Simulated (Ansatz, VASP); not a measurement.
This is a calculation of La for VASP 6.6.1.

File INCAR:

```
ALGO = Fast
EDIFF = 1E-7
ENCUT = 520
ISIF = 2
ISMEAR = -1
LASPH = True
LCHARG = False
LREAL = False
LWAVE = False
NBANDS = 18
NELM = 80
PREC = Accurate
SIGMA = 0.05
```

KPOINTS

```
k-points
0
Gamma
  8 8 5
```

POSCAR

```
La
1.0
    3.6734479077      0.0000000000      0.0000000000
   -1.8367239538      3.1812992075      0.0000000000
    0.0000000000      0.0000000000      5.9460876799
La
2
Direct
    0.6666666667      0.3333333333      0.7500000000
    0.3333333333      0.6666666667      0.2500000000
```

Potentials or basis: VASP PAW LDA potentials, release 64 (La).

Run with:

```sh
$ cat potpaw_LDA.64/La/POTCAR > POTCAR
$ mpirun -np 1 vasp_std > vasp.out
```

Task: Set up the same calculation for Ansatz 0.2.0. Potentials there: all-electron LAPW, scalar-relativistic.

Result: As run (the cutoff follows the program's own potentials):

Contents of input.yaml:

```yaml
crystal:
  lattice:
    - [3.6734479077, 0.0, 0.0]
    - [-1.8367239538, 3.1812992075, 0.0]
    - [0.0, 0.0, 5.9460876799]
  atoms:
    - { symbol: La, position: [0.6666666667, 0.3333333333, 0.75] }
    - { symbol: La, position: [0.3333333333, 0.6666666667, 0.25] }
kpoints:
  mp_grid: { grid: [8, 8, 5] }
scf:
  occupations: { method: fermi_dirac, width: 0.05 }
hamiltonian:
  xc: lda
  pseudopotentials: { kind: all_electron, lapw: { basis_error: 0.001 } }
output:
  forces: true
  stress: true
  eigenvalues: true
```

Potentials or basis: all-electron LAPW, scalar-relativistic.

Run with:

```bash
$ ansatz run input.yaml --threads 2 --pin off --max-ram 6144MiB --backend cpu --events-out ev --progress --plain --runs-dir out
```

Both were run:

|  | VASP | Ansatz | Ansatz less VASP |
| --- | --- | --- | --- |
| gap on the k mesh at the Fermi level (eV) | none | none | - |
| pressure (GPa) | -1.5 | -1.4 | +0.11 |

LDA's correlation is that of Perdew and Zunger in VASP and of Perdew and Wang (1992) in Ansatz. A gap of «none» marks a metal or a gap that the smearing closes. Ansatz ran all-electron here, and VASP with PAW potentials.

Spin-orbit coupling is off throughout.
